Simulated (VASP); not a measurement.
Write the native input for VASP 6.6.1 that does the following.

| Property | Result |
| --- | --- |
| Task | single point |
| Functional | PBE0 |
| Potentials or basis | VASP PAW PBE potentials, release 64 (Ta_pv, N) |
| Cutoff | 520 eV |
| k mesh | 6 × 6 × 6 |
| Occupations | fermi-dirac, width 0.05 eV |
| Spin | no spin polarisation |
| Dipole correction | no |
| Grid for exact exchange (PRECFOCK) | Normal |
| Further INCAR settings | ALGO = Normal; EDIFF = 1e-06; NBANDS = 15 |
| Share of exact exchange | 0.25 |

The system is TaN.

```
CELL_PARAMETERS angstrom
0.00000 2.21132 2.21132
2.21132 0.00000 2.21132
2.21132 2.21132 0.00000
ATOMIC_POSITIONS crystal
Ta 0.50000 0.50000 0.50000
N 0.00000 0.00000 0.00000
```

One way to write it, as run:

POSCAR

```
TaN
1.0
    0.0000000000      2.2113230000      2.2113230000
    2.2113230000      0.0000000000      2.2113230000
    2.2113230000      2.2113230000      0.0000000000
Ta N
1 1
Direct
    0.5000000000      0.5000000000      0.5000000000
    0.0000000000      0.0000000000      0.0000000000
```

INCAR.step1

```
PREC = Accurate
ENCUT = 520
EDIFF = 1E-5
ISMEAR = -1
SIGMA = 0.05
LREAL = F
LASPH = T
NELM = 100
ALGO = Normal
ISIF = 2
LWAVE = T
GGA = PE
NBANDS = 15
```

INCAR.step2

```
PREC = Accurate
ENCUT = 520
EDIFF = 1E-6
ISMEAR = -1
SIGMA = 0.05
LREAL = F
LASPH = T
NELM = 100
ALGO = Normal
ISIF = 2
LWAVE = F
LCHARG = T
GGA = PE
LHFCALC = T
AEXX = 0.25
PRECFOCK = Normal
LELF = T
LVHAR = T
ISTART = 1
NBANDS = 15
```

KPOINTS

```
Automatic mesh
0
Gamma
  6 6 6
```

Potentials or basis: VASP PAW PBE potentials, release 64 (Ta_pv, N).

The run is started by

```console
$ cat potpaw_PBE.64/Ta_pv/POTCAR potpaw_PBE.64/N/POTCAR > POTCAR
$ cp INCAR.step1 INCAR
$ mpirun -np 1 vasp_std > vasp.out
$ cp INCAR.step2 INCAR
$ mpirun -np 1 vasp_std > vasp.out
```

Results of the run:

The pressure is -9.8 GPa and the band gap on the k mesh is zero (bands 8 and 9 overlap by 5.29 eV).

Caveat: the k points lie up to 0.41 Å⁻¹ apart, too coarse for converged energies and pressures of a metal; the PAW data sets were made with another functional, which shifts forces and pressure a little; spin-orbit coupling is left out, which moves the levels of the heavy elements.

Wall time 36 min on 1 thread of Oxide Virtual Turin-like Processor (shared host), peak memory 0.13 GiB.
